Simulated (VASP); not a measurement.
Here is a VASP 6.6.1 calculation.

Contents of INCAR:

```
SYSTEM = MnSb
ALGO = Normal ; EDIFF = 1E-7
ENCUT = 520 ; GGA = RP
ISIF = 2 ; ISMEAR = -1
ISPIN = 2 ; IVDW = 13
LASPH = .True. ; LCHARG = .True.
LELF = .True. ; LMAXMIX = 4
LORBIT = 11 ; LREAL = .False.
LVHAR = .True. ; LWAVE = .False.
MAGMOM = 0 0 4 4 ; NBANDS = 30
NELM = 150 ; PREC = Accurate
SIGMA = 0.05
```

The input KPOINTS:

```
k-points
0
Gamma
  7 7 5
  0 0 0
```

Contents of POSCAR:

```
MnSb
1.0
    3.9998380303      0.0000000000      0.0000000000
   -1.9999190152      3.4639613453      0.0000000000
    0.0000000000      0.0000000000      5.5148490878
Sb Mn
2 2
Direct
    0.6666666667      0.3333333333      0.7500000000
    0.3333333333      0.6666666667      0.2500000000
    0.0000000000      0.0000000000      0.5000000000
    0.0000000000      0.0000000000      0.0000000000
```

Potentials or basis: VASP PAW PBE potentials, release 64 (Sb, Mn_pv).

The run is started by

```sh
$ cat potpaw_PBE.64/Sb/POTCAR potpaw_PBE.64/Mn_pv/POTCAR > POTCAR
$ mpirun -np 1 vasp_std > vasp.out
```

(1) What does it give for the site moments?

(2) What does it give for the net moment?

(3) What does it give for the dispersion energy per atom?

Results:

(1) Sb -0.13; Mn +3.06 μB.

(2) 6.01 μB per cell.

(3) -0.885 eV.

Caveat: the run started ferromagnetic, and an antiferromagnetic order may lie lower in energy.
